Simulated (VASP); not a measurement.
# PbS (Fm-3m) in VASP: a series of runs

PbS is run at these levels: revPBE, BLYP; tasks: single point.

Everything below comes from runs of VASP 6.6.1. Logs are shortened: lines on timing, memory, paths and dates and some standing lists are left out, and cuts for length are marked.

### 1 The cell of the first run

The structure is cubic, space group Fm-3m (No. 225). The conventional cell has a = 5.981 Å, b = 5.981 Å, c = 5.981 Å, α = 90.00°, β = 90.00°, γ = 90.00°. Pb (site symmetry m-3m) has 6 S at 2.99 Å within 3.9 Å. S (site symmetry m-3m) has 6 Pb at 2.99 Å within 3.9 Å.

### 2 Single point, revPBE (volume scaled by 0.96)

INCAR

```
PREC     = Accurate       # precision mode
ENCUT    = 520            # plane-wave cutoff, eV
EDIFF    = 1E-6           # SCF threshold, eV
ISMEAR   = 0              # smearing method
SIGMA    = 0.05           # smearing width, eV
LREAL    = False          # projectors in reciprocal space
LASPH    = True           # aspherical terms in the spheres
NELM     = 100            # most SCF steps
ALGO     = Normal         # electronic algorithm
ISIF     = 2              # what is computed and relaxed
LWAVE    = False          # write WAVECAR
LCHARG   = True           # write CHGCAR
GGA      = RE             # functional
LELF     = True           # ELF
LVHAR    = True         
NBANDS   = 17             # bands
```

KPOINTS

```
Automatic mesh
0
Gamma
  8 8 8
```

POSCAR

```
PbS
1.0
    0.0000000000      2.9903147507      2.9903147507
    2.9903147507      0.0000000000      2.9903147507
    2.9903147507      2.9903147507      0.0000000000
Pb S
1 1
Direct
    0.5000000000      0.5000000000      0.5000000000
    0.0000000000      0.0000000000      0.0000000000
```

Potentials or basis: VASP PAW PBE potentials, release 64 (Pb_d, S).

Run with:

```bash
$ cat potpaw_PBE.64/Pb_d/POTCAR potpaw_PBE.64/S/POTCAR > POTCAR
$ mpirun -np 1 vasp_std > vasp.out
```

OUTCAR:

```text
PREC = Accurate
   ENCUT = 520
   EDIFF = 1E-6
   ISMEAR = 0
   LREAL = False
   LASPH = True
   NELM = 100
   ISIF = 2
   GGA = RE

 ion  position               nearest neighbor table
   1  0.500  0.500  0.500-   2 2.99   2 2.99   2 2.99   2 2.99   2 2.99   2 2.99
   2  0.000  0.000  0.000-   1 2.99   1 2.99   1 2.99   1 2.99   1 2.99   1 2.99

  LATTYP: Found a face centered cubic cell.
 ALAT       =     5.9806295014

  Lattice vectors:

 A1 = (   0.0000000000,   2.9903147507,   2.9903147507)
 A2 = (   2.9903147507,   0.0000000000,   2.9903147507)
 A3 = (   2.9903147507,   2.9903147507,   0.0000000000)

Analysis of symmetry for initial positions (statically):
=====================================================================
 Subroutine PRICEL returns:
 Original cell was already a primitive cell.

 Routine SETGRP: Setting up the symmetry group for a
 face centered cubic supercell.

 Subroutine GETGRP returns: Found 48 space group operations
 (whereof 48 operations were pure point group operations)
 out of a pool of 48 trial point group operations.

The static configuration has the point symmetry O_h .

Analysis of symmetry for dynamics (positions and initial velocities):
=====================================================================
 Subroutine PRICEL returns:
 Original cell was already a primitive cell.

 Routine SETGRP: Setting up the symmetry group for a
 face centered cubic supercell.

 Subroutine GETGRP returns: Found 48 space group operations
 (whereof 48 operations were pure point group operations)
 out of a pool of 48 trial point group operations.

The dynamic configuration has the point symmetry O_h .

 Subroutine INISYM returns: Found 48 space group operations
 (whereof 48 operations are pure point group operations),
 and found     1 'primitive' translations

----------------------------------------------------------------------------------------

                                     Primitive cell

  volume of cell :      53.4787

  direct lattice vectors                    reciprocal lattice vectors
     0.000000000  2.990314751  2.990314751    -0.167206479  0.167206479  0.167206479
     2.990314751  0.000000000  2.990314751     0.167206479 -0.167206479  0.167206479
     2.990314751  2.990314751  0.000000000     0.167206479  0.167206479 -0.167206479

  length of vectors
     4.228943676  4.228943676  4.228943676     0.289610117  0.289610117  0.289610117

  position of ions in fractional coordinates (direct lattice)
[... 73 lines left out ...]
   ISPIN  =      1    spin polarized calculation?
   LNONCOLLINEAR =      F non collinear calculations
   LSORBIT =      F    spin-orbit coupling
   LASPH  =      T    aspherical Exc in radial PAW
   ENCUT  =  520.0 eV  38.22 Ry    6.18 a.u.   7.86  7.86  7.86*2*pi/ulx,y,z
   NELM   =    100;   NELMIN=  2; NELMDL= -5     # of ELM steps
   EDIFF  = 0.1E-05   stopping-criterion for ELM
   LREAL  =      F    real-space projection
   EDIFFG = 0.1E-04   stopping-criterion for IOM
   NSW    =      0    number of steps for IOM
   IBRION =     -1    ionic relax: 0-MD 1-quasi-New 2-CG
   NFREE  =      0    steps in history (QN), initial steepest desc. (CG)
   ISIF   =      2    stress and relaxation
   ISYM   =      2    0-nonsym 1-usesym 2-fastsym
   POTIM  = 0.5000    time-step for ionic-motion
   TEBEG  =    0.0;   TEEND  =   0.0 temperature during run
   PSTRESS=    0.0 pullay stress
   NELECT =      20.0000    total number of electrons
   NUPDOWN=      -1.0000    fix difference up-down
   EMIN   =  10.00;   EMAX   =-10.00  energy-range for DOS
   EFERMI =   0.00;   METHOD = LEGACY
   ISMEAR =     0;   SIGMA  =   0.05  broadening in eV -4-tet -1-fermi 0-gaus
   EFERMI_NEDOS =   21; number of points for ismear=-14 and -15
   IALGO  =     38    algorithm
   IMIX   =      4    mixing-type and parameters
     AMIX     =   0.40;   BMIX     =  1.00
     AMIX_MAG =   1.60;   BMIX_MAG =  1.00
  volume/ion in A,a.u.               =      26.74       180.45
  Fermi-wavevector in a.u.,A,eV,Ry     =   1.179482  2.228897 18.928118  1.391177
  Thomas-Fermi vector in A             =   2.315792
   LORBIT       =      0    0 simple, 1 ext, 2 COOP (PROOUT), +10 PAW based schemes
   GGA     = RE    functional components
   LHFCALC =     F    Hartree Fock is set to
   AEXX    =    0.0000 exact exchange contribution
   IVDW    =     0    specifies the selected vdW correction
   LEPSILON=     F    determine dielectric tensor
   LRPA    =     F    only Hartree local field effects (RPA)
 non-spin polarized calculation
 Gauss-broadening in eV      SIGMA  =   0.05
  energy-cutoff  :      520.00
  volume of cell :       53.48
 maximum number of plane-waves:      1459
   NGX = 15   NGY = 15   NGZ = 15

 number of electron      20.0000002 magnetization

 Free energy of the ion-electron system (eV)
  ---------------------------------------------------
  ext. energy  EPLUGINS =         0.00000000
  ---------------------------------------------------
  free energy    TOTEN  =        -8.17080553 eV

  energy without entropy =       -8.17080553  energy(sigma->0) =       -8.17080553

 E-fermi :   5.7712     XC(G=0):  -9.4436

 val. band max:        5.5652436886   @ k =   0.5000   0.0000   0.0000
 cond. band min:       6.0888691243   @ k =   0.5000   0.0000   0.0000
 fundamental gap:      0.5236254357
 Fermi energy:         5.7712377254

 k-point     1 :       0.0000    0.0000    0.0000
  band No.  band energies     occupation
      1     -11.2500      2.00000
      2     -11.2500      2.00000
      3     -11.2500      2.00000
      4     -11.2296      2.00000
      5     -11.2296      2.00000
      6      -7.7810      2.00000
[... 457 lines left out ...]
      4     -11.2232      2.00000
      5     -11.2044      2.00000
      6      -6.4036      2.00000
[... 9 lines left out ...]
     16      16.5178      0.00000
     17      16.7901      0.00000

 [... further k-points ...]
[... 5 lines left out ...]
  --------------------------------------------------------------------------------------
  -------------------------------------------------------------------------------------
  Total        0.6879092      0.6879092      0.6879092      0.0000000      0.0000000      0.0000000
  in kB       20.6091927     20.6091927     20.6091927      0.0000000      0.0000000      0.0000000
  external PRESSURE =      20.6091927 kB  Pullay stress =       0.0000000 kB

 VOLUME and BASIS-vectors are now :
 -----------------------------------------------------------------------------
  energy-cutoff  :      520.00
  volume of cell :       53.48
      direct lattice vectors                 reciprocal lattice vectors
     0.000000000  2.990314751  2.990314751    -0.167206479  0.167206479  0.167206479
     2.990314751  0.000000000  2.990314751     0.167206479 -0.167206479  0.167206479
     2.990314751  2.990314751  0.000000000     0.167206479  0.167206479 -0.167206479

 POSITION                                       TOTAL-FORCE (eV/Angst)
 -----------------------------------------------------------------------------------
      2.99031      2.99031      2.99031        -0.000000     -0.000000     -0.000000
      0.00000      0.00000      0.00000         0.000000      0.000000      0.000000
 -----------------------------------------------------------------------------------
    total drift:                                0.000000     -0.000000      0.000000

  FREE ENERGIE OF THE ION-ELECTRON SYSTEM (eV)
  ---------------------------------------------------
  free  energy   TOTEN  =        -8.1708055276 eV

  energy  without entropy=       -8.1708055276  energy(sigma->0) =       -8.17080553
```

OSZICAR:

```text
N       E                     dE             d eps       ncg     rms          rms(c)
DAV:   1     0.156378706172E+03    0.15638E+03   -0.96885E+03   986   0.122E+03
DAV:   2     0.341235648452E+01   -0.15297E+03   -0.14719E+03  1021   0.312E+02
DAV:   3    -0.839408344649E+01   -0.11806E+02   -0.11705E+02  1308   0.884E+01
DAV:   4    -0.866473031446E+01   -0.27065E+00   -0.27041E+00  1262   0.149E+01
DAV:   5    -0.867323695351E+01   -0.85066E-02   -0.85060E-02  1441   0.266E+00    0.480E+00
DAV:   6    -0.816007726459E+01    0.51316E+00   -0.14476E+00  1545   0.785E+00    0.353E+00
DAV:   7    -0.816352300434E+01   -0.34457E-02   -0.15760E-01  1136   0.200E+00    0.205E+00
DAV:   8    -0.817084044353E+01   -0.73174E-02   -0.20776E-02  1125   0.154E+00    0.301E-01
DAV:   9    -0.817042586448E+01    0.41458E-03   -0.40782E-03  1518   0.566E-01    0.914E-02
DAV:  10    -0.817077047858E+01   -0.34461E-03   -0.64292E-04  1094   0.140E-01    0.707E-02
DAV:  11    -0.817080239685E+01   -0.31918E-04   -0.14564E-04  1329   0.121E-01    0.285E-02
DAV:  12    -0.817080543452E+01   -0.30377E-05   -0.10181E-05  1212   0.263E-02    0.575E-03
DAV:  13    -0.817080552761E+01   -0.93089E-07   -0.30469E-07   964   0.451E-03
   1 F= -.81708055E+01 E0= -.81708055E+01  d E =-.936966E-11
```

Run time: 21 s. Hardware: 1 thread of Intel Xeon 6975P-C, shared host; peak memory 0.19 GiB.

Results:

| Property | Result |
| --- | --- |
| Free energy | -8.1708 eV |
| Pressure | 2.1 GPa |
| Band gap on the k mesh | 0.52 eV, direct |

Caveat: the cell differs from its parent crystal (volume scaled by 0.96); the PAW data sets were made with another functional, which shifts forces and pressure a little; spin-orbit coupling is left out, which moves the levels of the heavy elements.

### 3 Single point, revPBE

This run uses another cell than the first one, of 27.85 Å³/atom, 1.042 times its volume.

INCAR

```
SYSTEM = PbS
ALGO = Normal
EDIFF = 1E-6
ENCUT = 520
GGA = RE
ISIF = 2
ISMEAR = 0
LASPH = .True.
LCHARG = .False.
LREAL = .False.
LWAVE = .False.
NBANDS = 17
NELM = 100
PREC = Accurate
SIGMA = 0.05
```

KPOINTS

```
k-points
0
Gamma
  8 8 8
  0 0 0
```

POSCAR

```
PbS
1.0
    0.0000000000      3.0312830573      3.0312830573
    3.0312830573      0.0000000000      3.0312830573
    3.0312830573      3.0312830573      0.0000000000
Pb S
1 1
Direct
    0.5000000000      0.5000000000      0.5000000000
    0.0000000000      0.0000000000      0.0000000000
```

Potentials or basis: VASP PAW PBE potentials, release 64 (Pb_d, S).

Run with:

```bash
$ cat potpaw_PBE.64/Pb_d/POTCAR potpaw_PBE.64/S/POTCAR > POTCAR
$ mpirun -np 1 vasp_std > vasp.out
```

Run time: 22 s. Hardware: 1 thread of Intel Xeon 6975P-C, shared host; peak memory 0.18 GiB.

Results (log left out):

| Property | Result |
| --- | --- |
| Free energy | -8.1849 eV |
| Pressure | -0.1 GPa |
| Band gap on the k mesh | 0.66 eV, direct |

Levels at points of the mesh, in eV from the valence-band top:
| k point | band 6 | band 7 | band 8 | band 9 | band 10 | band 11 | band 12 | band 13 | band 14 | band 15 |
| --- | --- | --- | --- | --- | --- | --- | --- | --- | --- | --- |
| (0.00, 0.00, 0.00) | -12.96 | -6.07 | -1.80 | -1.80 | -1.80 | 5.12 | 5.12 | 5.12 | 6.99 | 6.99 |
| (0.50, 0.00, 0.00) | -11.88 | -8.41 | -1.46 | -1.46 | 0.00 | 0.66 | 2.19 | 2.19 | 8.76 | 10.28 |
| (0.50, 0.50, 0.00) | -11.56 | -7.04 | -4.56 | -2.96 | -2.96 | 4.28 | 5.47 | 5.54 | 5.54 | 11.15 |

Caveat: the PAW data sets were made with another functional, which shifts forces and pressure a little; spin-orbit coupling is left out, which moves the levels of the heavy elements. A k mesh can miss the band edges.

### 4 Single point, BLYP (volume scaled by 0.96)

INCAR

```
SYSTEM = PbS
PREC = Accurate
ENCUT = 520
EDIFF = 1E-6
ISMEAR = 0
SIGMA = 0.05
LREAL = .False.
LASPH = .True.
NELM = 80
ALGO = Normal
ISIF = 2
LWAVE = .False.
LCHARG = .False.
GGA = B5
ALDAX = 1.0
AGGAX = 1.0
AGGAC = 1.0
ALDAC = 0.0
NBANDS = 17
```

KPOINTS

```
Automatic mesh
0
Gamma
  8 8 8
  0 0 0
```

POSCAR

```
PbS
1.0
    0.0000000000      3.0281628500      3.0281628500
    3.0281628500      0.0000000000      3.0281628500
    3.0281628500      3.0281628500      0.0000000000
Pb S
1 1
Direct
    0.5000000000      0.5000000000      0.5000000000
    0.0000000000      0.0000000000      0.0000000000
```

Run with:

```bash
$ cat potpaw_PBE.64/Pb_d/POTCAR potpaw_PBE.64/S/POTCAR > POTCAR
$ mpirun -np 1 vasp_std > vasp.out
```

It took 29 s on 1 thread of Intel Xeon 6975P-C, shared host; peak memory 0.18 GiB.

Results (log left out):

```
Free energy            : -7.7456 eV
Pressure               : 2.0 GPa
Band gap on the k mesh : 0.67 eV, direct
```

Levels at points of the mesh, in eV from the valence-band top:
```csv
k point,band 6,band 7,band 8,band 9,band 10,band 11,band 12,band 13,band 14,band 15
"(0.00, 0.00, 0.00)",-12.97,-6.17,-1.79,-1.79,-1.79,4.98,4.98,4.98,7.14,7.14
"(0.50, 0.00, 0.00)",-11.87,-8.49,-1.43,-1.43,0.00,0.67,2.13,2.13,8.97,10.39
"(0.50, 0.50, 0.00)",-11.55,-7.16,-4.52,-2.94,-2.94,4.49,5.42,5.43,5.43,11.28
```

Caveat: the cell differs from its parent crystal (volume scaled by 0.96); the PAW data sets were made with another functional, which shifts forces and pressure a little; spin-orbit coupling is left out, which moves the levels of the heavy elements. A k mesh can miss the band edges.

### 5 Summary

```tsv
level	cell	gap on the mesh (eV)	pressure (GPa)
revPBE	a = 4.229 Å, angles 60.0°, 2 atoms	0.52	2.1
revPBE	a = 4.287 Å, angles 60.0°, 2 atoms	0.66	-0.1
BLYP	a = 4.282 Å, angles 60.0°, 2 atoms	0.67	2.0
```

Alike in all rows: task single point; potentials or basis VASP PAW PBE potentials, release 64 (Pb_d, S); no spin polarisation; k mesh 8 × 8 × 8; cutoff (eV) 520; smearing gaussian 0.05 eV.

Caveats: the PAW data sets were made with another functional, which shifts forces and pressure a little; spin-orbit coupling is left out, which moves the levels of the heavy elements.

Absolute energies hang on the potentials; compare differences alone.
